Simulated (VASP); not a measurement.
# Ta (Im-3m) in VASP: further runs

Ta is run at these levels: LDA; tasks: single point.

Everything below comes from runs of VASP 6.6.1. Logs are shortened: lines on timing, memory, paths and dates and some standing lists are left out, and cuts for length are marked.

**1. The cell of the first run**

The structure is cubic, space group Im-3m (No. 229). Conventional cell: a = 3.255 Å, b = 3.255 Å, c = 3.255 Å, α = 90.00°, β = 90.00°, γ = 90.00°. Within 3.7 Å of Ta (site symmetry m-3m) lie 14 Ta at 2.82 to 3.26 Å.

**2. Single point, LDA**

INCAR reads:

```
SYSTEM = Ta
PREC     = Accurate       ! precision mode
ENCUT    = 520            ! plane-wave cutoff, eV
EDIFF    = 1E-6           ! SCF threshold, eV
ISMEAR   = 0              ! smearing method
SIGMA    = 0.01           ! smearing width, eV
LREAL    = .False.        ! projectors in reciprocal space
LASPH    = .True.         ! aspherical terms in the spheres
NELM     = 100            ! most SCF steps
ALGO     = Normal         ! electronic algorithm
ISIF     = 2              ! what is computed and relaxed
LWAVE    = .False.        ! write WAVECAR
LCHARG   = .False.        ! write CHGCAR
NBANDS   = 12             ! bands
```

KPOINTS reads:

```
regular mesh
0
Gamma
  14 14 14
  0 0 0
```

POSCAR reads:

```
Ta
1.0
   -1.6276710318      1.6276710318      1.6276710318
    1.6276710318     -1.6276710318      1.6276710318
    1.6276710318      1.6276710318     -1.6276710318
Ta
1
Direct
    0.0000000000      0.0000000000      0.0000000000
```

Potentials or basis: VASP PAW LDA potentials, release 64 (Ta_pv).

Command:

```sh
> cat potpaw_LDA.64/Ta_pv/POTCAR > POTCAR
> mpirun -np 1 vasp_std > vasp.out
```

OUTCAR:

```text
SYSTEM = Ta
   PREC = Accurate
   ENCUT = 520
   EDIFF = 1E-6
   ISMEAR = 0
   LREAL = .False.
   LASPH = .True.
   NELM = 100
   ISIF = 2

 ion  position               nearest neighbor table
   1  0.000  0.000  0.000-

  LATTYP: Found a body centered cubic cell.
 ALAT       =     3.2553420636

  Lattice vectors:

 A1 = (  -1.6276710318,   1.6276710318,   1.6276710318)
 A2 = (   1.6276710318,  -1.6276710318,   1.6276710318)
 A3 = (   1.6276710318,   1.6276710318,  -1.6276710318)

Analysis of symmetry for initial positions (statically):
=====================================================================
 Subroutine PRICEL returns:
 Original cell was already a primitive cell.

 Routine SETGRP: Setting up the symmetry group for a
 body centered cubic supercell.

 Subroutine GETGRP returns: Found 48 space group operations
 (whereof 48 operations were pure point group operations)
 out of a pool of 48 trial point group operations.

The static configuration has the point symmetry O_h .

Analysis of symmetry for dynamics (positions and initial velocities):
=====================================================================
 Subroutine PRICEL returns:
 Original cell was already a primitive cell.

 Routine SETGRP: Setting up the symmetry group for a
 body centered cubic supercell.

 Subroutine GETGRP returns: Found 48 space group operations
 (whereof 48 operations were pure point group operations)
 out of a pool of 48 trial point group operations.

The dynamic configuration has the point symmetry O_h .

 Subroutine INISYM returns: Found 48 space group operations
 (whereof 48 operations are pure point group operations),
 and found     1 'primitive' translations

----------------------------------------------------------------------------------------

                                     Primitive cell

  volume of cell :      17.2488

  direct lattice vectors                    reciprocal lattice vectors
    -1.627671032  1.627671032  1.627671032     0.000000000  0.307187380  0.307187380
     1.627671032 -1.627671032  1.627671032     0.307187380  0.000000000  0.307187380
     1.627671032  1.627671032 -1.627671032     0.307187380  0.307187380  0.000000000

  length of vectors
     2.819208925  2.819208925  2.819208925     0.434428559  0.434428559  0.434428559

  position of ions in fractional coordinates (direct lattice)
     0.000000000  0.000000000  0.000000000

  ion indices of the primitive-cell ions
   primitive index   ion index
                 1           1
[... 75 lines left out ...]
   NSW    =      0    number of steps for IOM
   IBRION =     -1    ionic relax: 0-MD 1-quasi-New 2-CG
   NFREE  =      0    steps in history (QN), initial steepest desc. (CG)
   ISIF   =      2    stress and relaxation
   ISYM   =      2    0-nonsym 1-usesym 2-fastsym
   POTIM  = 0.5000    time-step for ionic-motion
   TEBEG  =    0.0;   TEEND  =   0.0 temperature during run
   PSTRESS=    0.0 pullay stress
   NELECT =      11.0000    total number of electrons
   NUPDOWN=      -1.0000    fix difference up-down
   EMIN   =  10.00;   EMAX   =-10.00  energy-range for DOS
   EFERMI =   0.00;   METHOD = LEGACY
   ISMEAR =     0;   SIGMA  =   0.01  broadening in eV -4-tet -1-fermi 0-gaus
   EFERMI_NEDOS =   21; number of points for ismear=-14 and -15
   IALGO  =     38    algorithm
   IMIX   =      4    mixing-type and parameters
     AMIX     =   0.40;   BMIX     =  1.00
     AMIX_MAG =   1.60;   BMIX_MAG =  1.00
  volume/ion in A,a.u.               =      17.25       116.40
  Fermi-wavevector in a.u.,A,eV,Ry     =   1.409134  2.662878 27.016543  1.985660
  Thomas-Fermi vector in A             =   2.531221
   LORBIT       =      0    0 simple, 1 ext, 2 COOP (PROOUT), +10 PAW based schemes
   GGA     = CA    functional components
   LHFCALC =     F    Hartree Fock is set to
   AEXX    =    0.0000 exact exchange contribution
   IVDW    =     0    specifies the selected vdW correction
   LEPSILON=     F    determine dielectric tensor
   LRPA    =     F    only Hartree local field effects (RPA)
 non-spin polarized calculation
 Gauss-broadening in eV      SIGMA  =   0.01
  energy-cutoff  :      520.00
  volume of cell :       17.25
 maximum number of plane-waves:       476
 NGX is ok and might be reduce to    24
   NGX = 11   NGY = 11   NGZ = 11

 number of electron      11.0000000 magnetization

 Free energy of the ion-electron system (eV)
  ---------------------------------------------------
  ext. energy  EPLUGINS =         0.00000000
  ---------------------------------------------------
  free energy    TOTEN  =       -12.83131158 eV

  energy without entropy =      -12.83122821  energy(sigma->0) =      -12.83126990

 E-fermi :   5.7337     XC(G=0): -13.0181

 val. band max:        5.7144219952   @ k =   0.3571   0.2143   0.0714
 cond. band min:       5.7379689152   @ k =   0.3571   0.2143   0.0000
 fundamental gap:      0.0235469201
 Fermi energy:         5.7336878132

 k-point     1 :       0.0000    0.0000    0.0000
  band No.  band energies     occupation
      1     -26.9708      2.00000
      2     -26.9708      2.00000
      3     -26.9708      2.00000
      4      -2.2391      2.00000
      5       6.4279      0.00000
      6       6.4279      0.00000
      7       6.4279      0.00000
      8       9.8439      0.00000
      9       9.8439      0.00000
     10      19.5916      0.00000
     11      21.0417      0.00000
     12      21.0417      0.00000
[... 331 lines left out ...]
 k-point    24 :       0.3571    0.2857    0.0000
  band No.  band energies     occupation
      1     -28.0288      2.00000
      2     -27.8187      2.00000
      3     -27.1438      2.00000
      4       3.0618      2.00000
      5       4.4760      2.00000
      6       5.1173      2.00000
      7      10.1099      0.00000
      8      10.7268      0.00000
      9      15.1957      0.00000
     10      17.4534      0.00000
     11      19.3047      0.00000
     12      19.5983      0.00000

 [... further k-points ...]
[... 5 lines left out ...]
  --------------------------------------------------------------------------------------
  -------------------------------------------------------------------------------------
  Total        0.0922672      0.0922672      0.0922672     -0.0000000     -0.0000000     -0.0000000
  in kB        8.5703423      8.5703423      8.5703423     -0.0000000     -0.0000000     -0.0000000
  external PRESSURE =       8.5703423 kB  Pullay stress =       0.0000000 kB

 VOLUME and BASIS-vectors are now :
 -----------------------------------------------------------------------------
  energy-cutoff  :      520.00
  volume of cell :       17.25
      direct lattice vectors                 reciprocal lattice vectors
    -1.627671032  1.627671032  1.627671032     0.000000000  0.307187380  0.307187380
     1.627671032 -1.627671032  1.627671032     0.307187380  0.000000000  0.307187380
     1.627671032  1.627671032 -1.627671032     0.307187380  0.307187380  0.000000000

 POSITION                                       TOTAL-FORCE (eV/Angst)
 -----------------------------------------------------------------------------------
      0.00000      0.00000      0.00000        -0.000000      0.000000     -0.000000
 -----------------------------------------------------------------------------------
    total drift:                                0.000000      0.000000      0.000000

  FREE ENERGIE OF THE ION-ELECTRON SYSTEM (eV)
  ---------------------------------------------------
  free  energy   TOTEN  =       -12.8313115834 eV

  energy  without entropy=      -12.8312282120  energy(sigma->0) =      -12.83126990
```

stdout:

```text
POSCAR found type information on POSCAR Ta
 POSCAR found :  1 types and       1 ions
 scaLAPACK will be used
 LDA part: xc-table for (Slater(with rela. corr.)+CA(PZ))
 , standard interpolation
 POSCAR, INCAR and KPOINTS ok, starting setup
 FFT: planning ... GRIDC
 FFT: planning ... GRID_SOFT
 FFT: planning ... GRID
 WAVECAR not read
 entering main loop
```

It took 7.8 s on 1 thread of Intel Xeon 6975P-C, shared host; peak memory 0.14 GiB.

Results:

| Item | Value |
| --- | --- |
| Free energy | -12.8313 eV |
| Pressure | 0.9 GPa |

Caveat: spin-orbit coupling is left out, which moves the levels of the heavy elements.

**3. Single point, LDA**

INCAR reads:

```
PREC = Accurate
ENCUT = 520
EDIFF = 1E-7
ISMEAR = 0
SIGMA = 0.03
LREAL = F
LASPH = T
NELM = 80
ALGO = Normal
ISIF = 2
LWAVE = F
LCHARG = T
GGA = CA
LELF = T
LVHAR = T
NBANDS = 12
```

KPOINTS reads:

```
Automatic mesh
0
Gamma
  14 14 14
```

POSCAR is that of step 2.

Potentials or basis: VASP PAW LDA potentials, release 64 (Ta_pv).

Command:

```sh
> cat potpaw_LDA.64/Ta_pv/POTCAR > POTCAR
> mpirun -np 1 vasp_std > vasp.out
```

OUTCAR:

```text
PREC = Accurate
   ENCUT = 520
   EDIFF = 1E-7
   ISMEAR = 0
   LREAL = F
   LASPH = T
   NELM = 80
   ISIF = 2
   GGA = CA

 ion  position               nearest neighbor table
   1  0.000  0.000  0.000-

  LATTYP: Found a body centered cubic cell.
 ALAT       =     3.2553420636

  Lattice vectors:

 A1 = (  -1.6276710318,   1.6276710318,   1.6276710318)
 A2 = (   1.6276710318,  -1.6276710318,   1.6276710318)
 A3 = (   1.6276710318,   1.6276710318,  -1.6276710318)

Analysis of symmetry for initial positions (statically):
=====================================================================
 Subroutine PRICEL returns:
 Original cell was already a primitive cell.

 Routine SETGRP: Setting up the symmetry group for a
 body centered cubic supercell.

 Subroutine GETGRP returns: Found 48 space group operations
 (whereof 48 operations were pure point group operations)
 out of a pool of 48 trial point group operations.

The static configuration has the point symmetry O_h .

Analysis of symmetry for dynamics (positions and initial velocities):
=====================================================================
 Subroutine PRICEL returns:
 Original cell was already a primitive cell.

 Routine SETGRP: Setting up the symmetry group for a
 body centered cubic supercell.

 Subroutine GETGRP returns: Found 48 space group operations
 (whereof 48 operations were pure point group operations)
 out of a pool of 48 trial point group operations.

The dynamic configuration has the point symmetry O_h .

 Subroutine INISYM returns: Found 48 space group operations
 (whereof 48 operations are pure point group operations),
 and found     1 'primitive' translations

----------------------------------------------------------------------------------------

                                     Primitive cell

  volume of cell :      17.2488

  direct lattice vectors                    reciprocal lattice vectors
    -1.627671032  1.627671032  1.627671032     0.000000000  0.307187380  0.307187380
     1.627671032 -1.627671032  1.627671032     0.307187380  0.000000000  0.307187380
     1.627671032  1.627671032 -1.627671032     0.307187380  0.307187380  0.000000000

  length of vectors
     2.819208925  2.819208925  2.819208925     0.434428559  0.434428559  0.434428559

  position of ions in fractional coordinates (direct lattice)
     0.000000000  0.000000000  0.000000000

  ion indices of the primitive-cell ions
   primitive index   ion index
                 1           1

----------------------------------------------------------------------------------------

 KPOINTS: Automatic mesh

Automatic generation of k-mesh.
 Grid dimensions read from file:
 generate k-points for:   14   14   14

 Generating k-lattice:

  Cartesian coordinates                     Fractional coordinates (reciprocal lattice)
     0.000000000  0.021941956  0.021941956     0.071428571  0.000000000  0.000000000
     0.021941956  0.000000000  0.021941956     0.000000000  0.071428571  0.000000000
     0.021941956  0.021941956  0.000000000     0.000000000  0.000000000  0.071428571

  Length of vectors
     0.031030611  0.031030611  0.031030611

  Shift w.r.t. Gamma in fractional coordinates (k-lattice)
     0.000000000  0.000000000  0.000000000

 Subroutine IBZKPT returns following result:
 ===========================================

 Found    104 irreducible k-points:

 Following reciprocal coordinates:
            Coordinates               Weight
  0.000000  0.000000  0.000000      1.000000
  0.071429  0.000000  0.000000     12.000000
  0.142857  0.000000  0.000000     12.000000
  0.214286  0.000000  0.000000     12.000000
  0.285714  0.000000  0.000000     12.000000
  0.357143  0.000000  0.000000     12.000000
[... 16 lines left out ...]
  0.285714  0.285714  0.000000     24.000000
  0.357143  0.285714  0.000000     24.000000
 [... further k-points ...]
   k-points           NKPTS =    104   k-points in BZ     NKDIM =    104   number of bands    NBANDS=     12
   number of dos      NEDOS =    301   number of ions     NIONS =      1
   total plane-waves  NPLWV =  13824
   dimension x,y,z NGX =    24 NGY =   24 NGZ =   24
   dimension x,y,z NGXF=    48 NGYF=   48 NGZF=   48
   ions per type =               1
   NGX,Y,Z   is equivalent  to a cutoff of  14.15, 14.15, 14.15 a.u.
   NGXF,Y,Z  is equivalent  to a cutoff of  28.31, 28.31, 28.31 a.u.
 SYSTEM =  unknown system
   PREC   = accura    normal or accurate (medium, high low for compatibility)
   ISTART =      0    job   : 0-new  1-cont  2-samecut
   ICHARG =      2    charge: 1-file 2-atom 10-const
   ISPIN  =      1    spin polarized calculation?
   LNONCOLLINEAR =      F non collinear calculations
   LSORBIT =      F    spin-orbit coupling
   LASPH  =      T    aspherical Exc in radial PAW
   ENCUT  =  520.0 eV  38.22 Ry    6.18 a.u.   5.24  5.24  5.24*2*pi/ulx,y,z
   NELM   =     80;   NELMIN=  2; NELMDL= -5     # of ELM steps
   EDIFF  = 0.1E-06   stopping-criterion for ELM
   LREAL  =      F    real-space projection
   EDIFFG = 0.1E-05   stopping-criterion for IOM
   NSW    =      0    number of steps for IOM
   IBRION =     -1    ionic relax: 0-MD 1-quasi-New 2-CG
   NFREE  =      0    steps in history (QN), initial steepest desc. (CG)
   ISIF   =      2    stress and relaxation
   ISYM   =      2    0-nonsym 1-usesym 2-fastsym
   POTIM  = 0.5000    time-step for ionic-motion
   TEBEG  =    0.0;   TEEND  =   0.0 temperature during run
   PSTRESS=    0.0 pullay stress
   NELECT =      11.0000    total number of electrons
   NUPDOWN=      -1.0000    fix difference up-down
   EMIN   =  10.00;   EMAX   =-10.00  energy-range for DOS
   EFERMI =   0.00;   METHOD = LEGACY
   ISMEAR =     0;   SIGMA  =   0.03  broadening in eV -4-tet -1-fermi 0-gaus
   EFERMI_NEDOS =   21; number of points for ismear=-14 and -15
   IALGO  =     38    algorithm
   IMIX   =      4    mixing-type and parameters
     AMIX     =   0.40;   BMIX     =  1.00
     AMIX_MAG =   1.60;   BMIX_MAG =  1.00
  volume/ion in A,a.u.               =      17.25       116.40
  Fermi-wavevector in a.u.,A,eV,Ry     =   1.409134  2.662878 27.016543  1.985660
  Thomas-Fermi vector in A             =   2.531221
   LORBIT       =      0    0 simple, 1 ext, 2 COOP (PROOUT), +10 PAW based schemes
   GGA     = CA    functional components
   LHFCALC =     F    Hartree Fock is set to
   AEXX    =    0.0000 exact exchange contribution
   IVDW    =     0    specifies the selected vdW correction
   LEPSILON=     F    determine dielectric tensor
   LRPA    =     F    only Hartree local field effects (RPA)
 non-spin polarized calculation
 Gauss-broadening in eV      SIGMA  =   0.03
  energy-cutoff  :      520.00
  volume of cell :       17.25
 maximum number of plane-waves:       476
 NGX is ok and might be reduce to    24
   NGX = 11   NGY = 11   NGZ = 11

 number of electron      11.0000000 magnetization

 Free energy of the ion-electron system (eV)
  ---------------------------------------------------
  ext. energy  EPLUGINS =         0.00000000
  ---------------------------------------------------
  free energy    TOTEN  =       -12.83154673 eV

  energy without entropy =      -12.83107674  energy(sigma->0) =      -12.83131174

 E-fermi :   5.7324     XC(G=0): -13.0182

 val. band max:        5.7142594954   @ k =   0.3571   0.2143   0.0714
 cond. band min:       5.7378430994   @ k =   0.3571   0.2143   0.0000
 fundamental gap:      0.0235836040
 Fermi energy:         5.7323757527

 k-point     1 :       0.0000    0.0000    0.0000
  band No.  band energies     occupation
      1     -26.9719      2.00000
      2     -26.9719      2.00000
      3     -26.9719      2.00000
      4      -2.2389      2.00000
      5       6.4272      0.00000
      6       6.4272      0.00000
      7       6.4272      0.00000
      8       9.8435      0.00000
      9       9.8435      0.00000
     10      19.5900      0.00000
     11      21.0419      0.00000
     12      21.0419      0.00000

 k-point     2 :       0.0714    0.0000    0.0000
  band No.  band energies     occupation
      1     -27.0468      2.00000
      2     -26.9946      2.00000
      3     -26.9723      2.00000
      4      -1.9972      2.00000
      5       6.2718      0.00000
      6       6.3824      0.00000
      7       6.6645      0.00000
      8       9.5950      0.00000
      9       9.8440      0.00000
     10      19.5900      0.00000
     11      21.2593      0.00000
     12      21.4598      0.00000
[... 316 lines left out ...]
 k-point    24 :       0.3571    0.2857    0.0000
  band No.  band energies     occupation
      1     -28.0298      2.00000
      2     -27.8197      2.00000
      3     -27.1449      2.00000
      4       3.0614      2.00000
      5       4.4758      2.00000
      6       5.1172      2.00000
      7      10.1094      0.00000
      8      10.7262      0.00000
      9      15.1954      0.00000
     10      17.4529      0.00000
     11      19.3043      0.00000
     12      19.5967      0.00000

 [... further k-points ...]
[... 5 lines left out ...]
  --------------------------------------------------------------------------------------
  -------------------------------------------------------------------------------------
  Total        0.0952644      0.0952644      0.0952644     -0.0000000     -0.0000000      0.0000000
  in kB        8.8487409      8.8487409      8.8487409     -0.0000000     -0.0000000      0.0000000
  external PRESSURE =       8.8487409 kB  Pullay stress =       0.0000000 kB

 VOLUME and BASIS-vectors are now :
 -----------------------------------------------------------------------------
  energy-cutoff  :      520.00
  volume of cell :       17.25
      direct lattice vectors                 reciprocal lattice vectors
    -1.627671032  1.627671032  1.627671032     0.000000000  0.307187380  0.307187380
     1.627671032 -1.627671032  1.627671032     0.307187380  0.000000000  0.307187380
     1.627671032  1.627671032 -1.627671032     0.307187380  0.307187380  0.000000000

 POSITION                                       TOTAL-FORCE (eV/Angst)
 -----------------------------------------------------------------------------------
      0.00000      0.00000      0.00000         0.000000      0.000000     -0.000000
 -----------------------------------------------------------------------------------
    total drift:                                0.000000      0.000000      0.000000

  FREE ENERGIE OF THE ION-ELECTRON SYSTEM (eV)
  ---------------------------------------------------
  free  energy   TOTEN  =       -12.8315467308 eV

  energy  without entropy=      -12.8310767416  energy(sigma->0) =      -12.83131174
```

stdout:

```text
POSCAR found type information on POSCAR Ta
 POSCAR found :  1 types and       1 ions
 scaLAPACK will be used
 LDA part: xc-table for (Slater(with rela. corr.)+CA(PZ))
 , standard interpolation
 POSCAR, INCAR and KPOINTS ok, starting setup
 FFT: planning ... GRIDC
 FFT: planning ... GRID_SOFT
 FFT: planning ... GRID
 WAVECAR not read
 entering main loop
```

Wall time 8.5 s (1 thread of Intel Xeon 6975P-C, shared host); peak memory 0.14 GiB.

Results:

```
Free energy : -12.8315 eV
Pressure    : 0.9 GPa
```

Levels at points of the mesh, in eV from the Fermi level:
```
           k point  band 1  band 2  band 3  band 4  band 5  band 6  band 7  band 8  band 9  band 10
(0.00, 0.00, 0.00)  -32.70  -32.70  -32.70   -7.97    0.69    0.69    0.69    4.11    4.11    13.86
(0.50, 0.00, 0.00)  -34.08  -33.15  -32.71   -4.54   -1.69    1.98    4.02    5.09    8.21    12.26
(0.50, 0.50, 0.50)  -33.66  -33.66  -33.66   -4.05   -4.05    7.17    7.17    7.17    9.19     9.19
```

Caveat: spin-orbit coupling is left out, which moves the levels of the heavy elements.
